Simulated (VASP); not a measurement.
# WS2 in VASP: further runs, part 2 of 2

VASP 6.6.1. Earlier steps stand in the parts before.

## 3. Single point, PBE+D3(BJ)

The input, INCAR:

```
ALGO = Normal
DIPOL = 0.5 0.5 0.391
EDIFF = 1E-6
ENCUT = 520
GGA = PE
IDIPOL = 3
ISIF = 2
ISMEAR = 0
IVDW = 12
LASPH = True
LCHARG = False
LDIPOL = True
LREAL = False
LWAVE = False
NBANDS = 35
NELM = 100
PREC = Accurate
SIGMA = 0.05
```

The input, KPOINTS:

```
k-points
0
Gamma
  9 9 1
```

The input, POSCAR:

```
WS2
1.0
    3.1595457497      0.0000000000      0.0000000000
   -1.5797728749      2.7362468836      0.0000000000
    0.0000000000      0.0000000000     23.8042575719
S W
4 2
Direct
    0.3333333333      0.6666666667      0.1890418126
    0.3333333333      0.6666666667      0.3214605103
    0.5000000000      1.0000000000      0.4596710800
    0.5000000000      1.0000000000      0.5920897776
    0.6666666667      0.3333333333      0.2552511581
    0.1666666667      1.3333333333      0.5258804254
```

Potentials or basis: VASP PAW PBE potentials, release 64 (S, W_sv).

Launch:

```bash
$ cat potpaw_PBE.64/S/POTCAR potpaw_PBE.64/W_sv/POTCAR > POTCAR
$ mpirun -np 1 vasp_std > vasp.out
```

OUTCAR:

```text
EDIFF = 1E-6
   ENCUT = 520
   GGA = PE
   ISIF = 2
   ISMEAR = 0
   IVDW = 12
   LASPH = True
   LREAL = False
   NELM = 100
   PREC = Accurate
 IVDW          = 12

 ion  position               nearest neighbor table
   1  0.333  0.667  0.189-   5 2.41   5 2.41   5 2.41
   2  0.333  0.667  0.321-   5 2.41   5 2.41   5 2.41
   3  0.500  0.000  0.460-   6 2.41   6 2.41   6 2.41
   4  0.500  0.000  0.592-   6 2.41   6 2.41   6 2.41
   5  0.667  0.333  0.255-   1 2.41   1 2.41   1 2.41   2 2.41   2 2.41   2 2.41
   6  0.167  0.333  0.526-   3 2.41   3 2.41   3 2.41   4 2.41   4 2.41   4 2.41

  LATTYP: Found a hexagonal cell.
 ALAT       =     3.1595457497
 C/A-ratio  =     7.5340759266

  Lattice vectors:

 A1 = (   3.1595457497,   0.0000000000,   0.0000000000)
 A2 = (  -1.5797728749,   2.7362468836,   0.0000000000)
 A3 = (   0.0000000000,   0.0000000000,  23.8042575719)

Analysis of symmetry for initial positions (statically):
=====================================================================
 Subroutine PRICEL returns:
 Original cell was already a primitive cell.

 Routine SETGRP: Setting up the symmetry group for a
 hexagonal supercell.

 Subroutine GETGRP returns: Found  4 space group operations
 (whereof  2 operations were pure point group operations)
 out of a pool of 24 trial point group operations.

The static configuration has the point symmetry C_1h.
 The point group associated with its full space group is C_2h.

Analysis of symmetry for dynamics (positions and initial velocities):
=====================================================================
 Subroutine PRICEL returns:
 Original cell was already a primitive cell.

 Routine SETGRP: Setting up the symmetry group for a
 hexagonal supercell.

 Subroutine GETGRP returns: Found  4 space group operations
 (whereof  2 operations were pure point group operations)
 out of a pool of 24 trial point group operations.

The dynamic configuration has the point symmetry C_1h.
 The point group associated with its full space group is C_2h.

 Subroutine INISYM returns: Found  4 space group operations
 (whereof  2 operations are pure point group operations),
 and found     1 'primitive' translations

----------------------------------------------------------------------------------------

                                     Primitive cell

  volume of cell :     205.7949

  direct lattice vectors                    reciprocal lattice vectors
     3.159545750  0.000000000  0.000000000     0.316501193  0.182732049  0.000000000
    -1.579772875  2.736246884  0.000000000     0.000000000  0.365464098  0.000000000
     0.000000000  0.000000000 23.804257572     0.000000000  0.000000000  0.042009292

  length of vectors
     3.159545750  3.159545750 23.804257572     0.365464098  0.365464098  0.042009292

  position of ions in fractional coordinates (direct lattice)
     0.333333333  0.666666667  0.189041813
     0.333333333  0.666666667  0.321460510
     0.500000000  0.000000000  0.459671080
     0.500000000  0.000000000  0.592089778
     0.666666667  0.333333333  0.255251158
     0.166666667  0.333333333  0.525880425

  ion indices of the primitive-cell ions
   primitive index   ion index
                 1           1
                 2           2
                 3           3
[... 56 lines left out ...]
   k-points           NKPTS =     25   k-points in BZ     NKDIM =     25   number of bands    NBANDS=     35
   number of dos      NEDOS =    301   number of ions     NIONS =      6
   total plane-waves  NPLWV = 103680
   dimension x,y,z NGX =    24 NGY =   24 NGZ =  180
   dimension x,y,z NGXF=    48 NGYF=   48 NGZF=  360
   ions per type =               4   2
   NGX,Y,Z   is equivalent  to a cutoff of  12.63, 12.63, 12.57 a.u.
   NGXF,Y,Z  is equivalent  to a cutoff of  25.26, 25.26, 25.14 a.u.
 SYSTEM =  unknown system
   PREC   = accura    normal or accurate (medium, high low for compatibility)
   ISTART =      0    job   : 0-new  1-cont  2-samecut
   ICHARG =      2    charge: 1-file 2-atom 10-const
   ISPIN  =      1    spin polarized calculation?
   LNONCOLLINEAR =      F non collinear calculations
   LSORBIT =      F    spin-orbit coupling
   LASPH  =      T    aspherical Exc in radial PAW
   ENCUT  =  520.0 eV  38.22 Ry    6.18 a.u.   5.87  5.87 44.26*2*pi/ulx,y,z
   NELM   =    100;   NELMIN=  2; NELMDL= -5     # of ELM steps
   EDIFF  = 0.1E-05   stopping-criterion for ELM
   LREAL  =      F    real-space projection
   EDIFFG = 0.1E-04   stopping-criterion for IOM
   NSW    =      0    number of steps for IOM
   IBRION =     -1    ionic relax: 0-MD 1-quasi-New 2-CG
   NFREE  =      0    steps in history (QN), initial steepest desc. (CG)
   ISIF   =      2    stress and relaxation
   ISYM   =      2    0-nonsym 1-usesym 2-fastsym
   POTIM  = 0.5000    time-step for ionic-motion
   TEBEG  =    0.0;   TEEND  =   0.0 temperature during run
   PSTRESS=    0.0 pullay stress
   NELECT =      52.0000    total number of electrons
   NUPDOWN=      -1.0000    fix difference up-down
   EMIN   =  10.00;   EMAX   =-10.00  energy-range for DOS
   EFERMI =   0.00;   METHOD = LEGACY
   ISMEAR =     0;   SIGMA  =   0.05  broadening in eV -4-tet -1-fermi 0-gaus
   EFERMI_NEDOS =   21; number of points for ismear=-14 and -15
   IALGO  =     38    algorithm
   IMIX   =      4    mixing-type and parameters
     AMIX     =   0.40;   BMIX     =  1.00
     AMIX_MAG =   1.60;   BMIX_MAG =  1.00
  volume/ion in A,a.u.               =      34.30       231.46
  Fermi-wavevector in a.u.,A,eV,Ry     =   1.034978  1.955825 14.574279  1.071179
  Thomas-Fermi vector in A             =   2.169299
   LORBIT       =      0    0 simple, 1 ext, 2 COOP (PROOUT), +10 PAW based schemes
   GGA     = PE    functional components
   LHFCALC =     F    Hartree Fock is set to
   AEXX    =    0.0000 exact exchange contribution
   IVDW    =    12    specifies the selected vdW correction
   LEPSILON=     F    determine dielectric tensor
   LRPA    =     F    only Hartree local field effects (RPA)
 non-spin polarized calculation
 Gauss-broadening in eV      SIGMA  =   0.05
  energy-cutoff  :      520.00
  volume of cell :      205.79
 maximum number of plane-waves:      5566
   NGX = 11   NGY = 11   NGZ = 89

 dipolmoment           0.000000      0.000000      0.000064 electrons x Angstroem

 number of electron      51.9999994 magnetization

 dipolmoment           0.000000      0.000000     -0.000007 electrons x Angstroem

 Free energy of the ion-electron system (eV)
  ---------------------------------------------------
  ext. energy  EPLUGINS =         0.00000000
  ---------------------------------------------------
  free energy    TOTEN  =       -47.28372678 eV

  energy without entropy =      -47.28372678  energy(sigma->0) =      -47.28372678

 E-fermi :   1.4046     XC(G=0):  -6.1416

 val. band max:        1.0681340288   @ k =   0.0000   0.0000   0.0000
 cond. band min:       2.7245615547   @ k =  -0.3333   0.2222   0.0000
 fundamental gap:      1.6564275259
 Fermi energy:         1.4045713901

 k-point     1 :       0.0000    0.0000    0.0000
  band No.  band energies     occupation
      1     -73.1915      2.00000
      2     -73.1914      2.00000
      3     -37.4445      2.00000
      4     -37.4444      2.00000
      5     -37.2686      2.00000
      6     -37.2686      2.00000
[... 901 lines left out ...]
     34       6.2060      0.00000
     35       6.9323      0.00000

 [... further k-points ...]

------------------------ aborting loop because EDIFF is reached ----------------------------------------

 vacuum level on the upper side and lower side of the slab       (xc-potential included)        -0.196        -0.197

 Edisp (eV)   -2.14172

 E8    (eV) :    -0.9297

  FORCE on cell =-STRESS in cart. coord.  units (eV):
  Direction    XX          YY          ZZ          XY          YZ          ZX
  --------------------------------------------------------------------------------------
  -------------------------------------------------------------------------------------
  Total      -0.23111    -0.23048    -0.25604     0.00000     0.26912    -0.00000
  in kB      -1.79928    -1.79433    -1.99336     0.00000     2.09521    -0.00000
  external pressure =       -1.86 kB  Pullay stress =        0.00 kB

 VOLUME and BASIS-vectors are now :
 -----------------------------------------------------------------------------
  energy-cutoff  :      520.00
  volume of cell :      205.79
      direct lattice vectors                 reciprocal lattice vectors
     3.159545750  0.000000000  0.000000000     0.316501193  0.182732049  0.000000000
    -1.579772875  2.736246884  0.000000000     0.000000000  0.365464098  0.000000000
     0.000000000  0.000000000 23.804257572     0.000000000  0.000000000  0.042009292

 POSITION                                       TOTAL-FORCE (eV/Angst)
 -----------------------------------------------------------------------------------
     -0.00000      1.82416      4.50000        -0.000000      0.002651      0.004605
     -0.00000      1.82416      7.65213         0.000000     -0.046544     -0.030752
      1.57977      0.00000     10.94213        -0.000000      0.046544      0.030752
      1.57977      0.00000     14.09426         0.000000     -0.002651     -0.004605
      1.57977      0.91208      6.07606         0.000000     -0.021891      0.036502
      0.00000      0.91208     12.51819        -0.000000      0.021891     -0.036502
 -----------------------------------------------------------------------------------
    total drift:                               -0.000000     -0.000000     -0.000544

  FREE ENERGIE OF THE ION-ELECTRON SYSTEM (eV)
  ---------------------------------------------------
  free  energy   TOTEN  =       -49.4254472269 eV

  energy  without entropy=      -49.4254472269  energy(sigma->0) =      -49.42544723

 vacuum level on the upper side and lower side of the slab         6.319         6.317
```

Run time: 3.3 min. Hardware: 1 thread of AMD EPYC 9R45 (Zen 5), shared host; peak memory 0.36 GiB.

Results:

```
Free energy                : -49.4254 eV
Largest force              : 0.056 eV/Å
Band gap on the k mesh     : 1.66 eV, indirect (least direct gap 1.90 eV)
Dispersion energy per atom : -0.357 eV
```

Forces in eV/Å, atoms in the order of the input:
```
S    0.000  0.003  0.005
S    0.000 -0.047 -0.031
S    0.000  0.047  0.031
S    0.000 -0.003 -0.005
W    0.000 -0.022  0.037
W    0.000  0.022 -0.037
```

Caveat: spin-orbit coupling is left out, which moves the levels of the heavy elements.

## 4. Single point, PBE+D3(BJ)

The input, INCAR:

```
ALGO = Normal ; DIPOL = 0.5 0.5 0.391
EDIFF = 1E-6 ; ENCUT = 520
GGA = PE ; IDIPOL = 3
ISIF = 2 ; ISMEAR = 0
IVDW = 12 ; LASPH = T
LCHARG = F ; LDIPOL = T
LREAL = F ; LWAVE = F
NBANDS = 35 ; NELM = 60
PREC = Accurate ; SIGMA = 0.05
```

KPOINTS is that of step 3.

The input, POSCAR:

```
WS2
1.0
    3.1595457497      0.0000000000      0.0000000000
   -1.5797728749      2.7362468836      0.0000000000
    0.0000000000      0.0000000000     23.8042575719
S W
4 2
Direct
    0.3333333333      0.6666666667      0.1890418126
    0.3333333333      0.6666666667      0.3214605103
    0.6666666667      0.8333333333      0.4596710800
    0.6666666667      0.8333333333      0.5920897776
    0.6666666667      0.3333333333      0.2552511581
    0.3333333333      1.1666666667      0.5258804254
```

Launch:

```bash
$ cat potpaw_PBE.64/S/POTCAR potpaw_PBE.64/W_sv/POTCAR > POTCAR
$ mpirun -np 1 vasp_std > vasp.out
```

It took 3 min on 1 thread of AMD EPYC 9R45 (Zen 5), shared host; peak memory 0.36 GiB.

Results (log left out):

- Free energy: -49.4213 eV
- Largest force: 0.060 eV/Å
- Band gap on the k mesh: 1.65 eV, indirect (least direct gap 1.91 eV)
- Dispersion energy per atom: -0.357 eV

Forces in eV/Å, atoms in the order of the input:
```
S    0.000  0.000  0.003
S   -0.037 -0.021 -0.043
S    0.037  0.021  0.043
S    0.000  0.000 -0.003
W   -0.011 -0.006  0.040
W    0.011  0.006 -0.040
```

Levels at points of the mesh, in eV from the valence-band top:
| k point | band 23 | band 24 | band 25 | band 26 | band 27 | band 28 | band 29 | band 30 |
| --- | --- | --- | --- | --- | --- | --- | --- | --- |
| (0.00, 0.00, 0.00) | -1.82 | -1.82 | -0.59 | 0.00 | 2.67 | 2.67 | 2.67 | 2.68 |

Caveat: spin-orbit coupling is left out, which moves the levels of the heavy elements.
